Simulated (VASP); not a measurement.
# FeC2 (Fd-3m) in VASP: further runs, part 2 of 2

VASP 6.6.1.

## (3) Relaxation of cell and atoms, PBE, collinear spin, ferromagnetic start

This run uses another cell than the first one, of 8.75 Å³/atom, 1.074 times its volume.

The input, INCAR:

```
SYSTEM = FeC2
PREC = Accurate
ENCUT = 600
EDIFF = 1E-7
ISMEAR = 0
SIGMA = 0.1
LREAL = .FALSE.
LASPH = .TRUE.
NELM = 150
ALGO = Normal
ISIF = 3
LWAVE = .FALSE.
LCHARG = .FALSE.
ISPIN = 2
MAGMOM = 2.99 2.99 0 0 0 0
LORBIT = 11
LMAXMIX = 4
GGA = PE
IBRION = 2
NSW = 90
EDIFFG = -0.04
```

The input, KPOINTS:

```
Automatic mesh
0
G
  6 6 6
  0 0 0
```

The input, POSCAR:

```
FeC2
1.0
    0.0000000000      2.9720364913      2.9720364913
    2.9720364913      0.0000000000      2.9720364913
    2.9720364913      2.9720364913      0.0000000000
Fe C
2 4
Direct
    0.0000000000      0.0000000000      0.0000000000
    0.2500000000      0.2500000000      0.2500000000
    0.6250000000      0.6250000000      0.6250000000
    0.1250000000      0.6250000000      0.6250000000
    0.6250000000      0.6250000000      0.1250000000
    0.6250000000      0.1250000000      0.6250000000
```

Potentials or basis: VASP PAW PBE potentials, release 64 (Fe, C).

Run with:

```
$ cat potpaw_PBE.64/Fe/POTCAR potpaw_PBE.64/C/POTCAR > POTCAR
$ mpirun -np 1 vasp_std > vasp.out
```

OUTCAR:

```text
SYSTEM = FeC2
   PREC = Accurate
   ENCUT = 600
   EDIFF = 1E-7
   ISMEAR = 0
   LREAL = .FALSE.
   LASPH = .TRUE.
   NELM = 150
   ISIF = 3
   ISPIN = 2
   LORBIT = 11
   GGA = PE
   IBRION = 2
   NSW = 90
   EDIFFG = -0.04

 ion  position               nearest neighbor table
   1  0.000  0.000  0.000-   3 2.46   5 2.46   6 2.46   3 2.46   4 2.46   5 2.46   4 2.46   6 2.46
                             3 2.46   4 2.46   5 2.46   6 2.46   2 2.57   2 2.57   2 2.57   2 2.57
   2  0.250  0.250  0.250-   4 2.46   6 2.46   3 2.46   4 2.46   5 2.46   3 2.46   5 2.46   6 2.46
                             4 2.46   5 2.46   6 2.46   3 2.46   1 2.57   1 2.57   1 2.57   1 2.57
   3  0.625  0.625  0.625-   2 2.46   2 2.46   1 2.46   1 2.46   2 2.46   1 2.46
   4  0.125  0.625  0.625-   2 2.46   2 2.46   1 2.46   1 2.46   1 2.46   2 2.46
   5  0.625  0.625  0.125-   2 2.46   2 2.46   1 2.46   1 2.46   1 2.46   2 2.46
   6  0.625  0.125  0.625-   2 2.46   2 2.46   1 2.46   1 2.46   1 2.46   2 2.46

  LATTYP: Found a face centered cubic cell.
 ALAT       =     5.9440729826

  Lattice vectors:

 A1 = (   0.0000000000,   2.9720364913,   2.9720364913)
 A2 = (   2.9720364913,   0.0000000000,   2.9720364913)
 A3 = (   2.9720364913,   2.9720364913,   0.0000000000)

Analysis of symmetry for initial positions (statically):
=====================================================================
 Subroutine PRICEL returns:
 Original cell was already a primitive cell.

 Routine SETGRP: Setting up the symmetry group for a
 face centered cubic supercell.

 Subroutine GETGRP returns: Found 48 space group operations
 (whereof 24 operations were pure point group operations)
 out of a pool of 48 trial point group operations.

The static configuration has the point symmetry T_d .
 The point group associated with its full space group is O_h .

[... 263 lines left out ...]
  free energy    TOTEN  =       -37.86110281 eV

  energy without entropy =      -37.84169451  energy(sigma->0) =      -37.85139866

 E-fermi :   8.2419     XC(G=0): -13.1294

 val. band max:        8.2179903464   @ k =   0.5000   0.1667   0.0000
 cond. band min:       8.2998717410   @ k =  -0.1667   0.1667   0.0000
 fundamental gap:      0.0818813947
 Fermi energy:         8.2418808220

 spin component 1

 k-point     1 :       0.0000    0.0000    0.0000
  band No.  band energies     occupation
      1      -9.5055      1.00000
      2      -1.0376      1.00000
      3       0.3298      1.00000
      4       0.3298      1.00000
      5       0.3298      1.00000
      6       1.1195      1.00000
[... 405 lines left out ...]
     22       9.6649      0.00000
     23      11.8577      0.00000
 Fermi energy:         8.2418808220

 spin component 2

 k-point     1 :       0.0000    0.0000    0.0000
  band No.  band energies     occupation
      1      -9.4871      1.00000
      2      -0.9557      1.00000
      3       0.4348      1.00000
      4       0.4349      1.00000
      5       0.4349      1.00000
      6       1.3390      1.00000
[... 438 lines left out ...]
  FREE ENERGIE OF THE ION-ELECTRON SYSTEM (eV)
  ---------------------------------------------------
  free  energy   TOTEN  =       -37.8611028110 eV

  energy  without entropy=      -37.8416945143  energy(sigma->0) =      -37.85139866

 reached required accuracy - stopping structural energy minimisation

 total charge

# of ion       s       p       d       tot
------------------------------------------
    1        0.330   0.437   6.337   7.104
    2        0.330   0.437   6.337   7.104
    3        0.993   1.157   0.000   2.150
    4        0.993   1.157   0.000   2.150
    5        0.993   1.157   0.000   2.150
    6        0.993   1.157   0.000   2.150
--------------------------------------------------
tot          4.633   5.502  12.674  22.809

 magnetization (x)

# of ion       s       p       d       tot
------------------------------------------
    1        0.007   0.009   2.492   2.507
    2        0.007   0.009   2.492   2.507
    3        0.019  -0.032   0.000  -0.014
    4        0.019  -0.032   0.000  -0.014
    5        0.019  -0.032   0.000  -0.014
    6        0.019  -0.032   0.000  -0.014
--------------------------------------------------
tot          0.088  -0.112   4.984   4.961
```

CONTCAR:

```text
FeC2
   1.00000000000000
    -0.0000000000000000    2.9004565451945661    2.9004565451945661
     2.9004565451945661    0.0000000000000000    2.9004565451945661
     2.9004565451945661    2.9004565451945661    0.0000000000000000
  Fe              C
     2     4
Direct
     0.0000000000000000    0.0000000000000000    0.0000000000000000
     0.2500000000000000    0.2500000000000000    0.2500000000000000
     0.6250000000000000    0.6250000000000000    0.6250000000000000
     0.1250000000000000    0.6250000000000000    0.6250000000000000
     0.6250000000000000    0.6250000000000000    0.1250000000000000
     0.6250000000000000    0.1250000000000000    0.6250000000000000

  0.00000000E+00  0.00000000E+00  0.00000000E+00
  0.00000000E+00  0.00000000E+00  0.00000000E+00
  0.00000000E+00  0.00000000E+00  0.00000000E+00
  0.00000000E+00  0.00000000E+00  0.00000000E+00
  0.00000000E+00  0.00000000E+00  0.00000000E+00
  0.00000000E+00  0.00000000E+00  0.00000000E+00
```

Wall time 4 min (1 thread of Intel Xeon Platinum 8175M at 2.50GHz (Skylake/Cascade Lake), shared host); peak memory 0.26 GiB.

What came out:

```
Free energy                                           : -37.8611 eV
Relaxed volume                                        : 8.13 Å³/atom
Relaxed cell                                          : a = 4.102 Å, b = 4.102 Å, c = 4.102 Å, α = 60.00°, β = 60.00°, γ = 60.00°
Space group after relaxing (to 0.05 Å)                : Fd-3m (No. 227)
Energy gained by relaxing                             : 19.4 meV/atom
Ionic steps                                           : 3
Pressure after relaxing                               : 0.0 GPa
Net moment                                            : 4.93 μB per cell
Site moments                                          : Fe +2.51; C -0.01 μB
Valence electrons inside the program's atomic spheres : Fe 7.10; C 2.15
```

The path:
| step | energy change (eV) | largest force (eV/Å) | pressure (GPa) | volume (Å³) |
| --- | --- | --- | --- | --- |
| 1 | 0.0000 | 0.0000 | -9.86 | 52.50 |
| 2 | -0.1155 | 0.0000 | 0.82 | 48.52 |
| 3 | -0.1162 | 0.0000 | 0.04 | 48.80 |

Final structure:
```
Fe C
1.0
     0.00000    2.90046    2.90046
     2.90046    0.00000    2.90046
     2.90046    2.90046    0.00000
Fe C
2 4
Cartesian
  0.0000 0.0000 0.0000
  1.4502 1.4502 1.4502
  3.6256 3.6256 3.6256
  3.6256 2.1753 2.1753
  2.1753 2.1753 3.6256
  2.1753 3.6256 2.1753
```

Levels at points of the mesh, in eV from the Fermi level:
Spin up:
```tsv
k point	band 15	band 16	band 17	band 18	band 19	band 20	band 21	band 22
(0.00, 0.00, 0.00)	-2.02	-0.51	-0.51	-0.51	0.66	0.71	0.71	5.20
(0.50, 0.00, 0.00)	-1.84	-1.72	-1.72	0.54	1.04	1.04	1.04	1.10
(0.50, 0.50, 0.00)	-1.71	-1.71	0.78	0.78	0.85	0.85	1.63	1.67
```
Spin down:
```
           k point  band 10  band 11  band 12  band 13  band 14  band 15  band 16  band 17
(0.00, 0.00, 0.00)    -5.59    -0.50    -0.50    -0.50     0.91     0.91     1.16     1.63
(0.50, 0.00, 0.00)    -1.97    -0.85    -0.85     0.25     0.25     0.34     0.67     0.93
(0.50, 0.50, 0.00)    -1.70    -1.35    -1.35    -1.33    -1.33     0.66     0.66     0.85
```
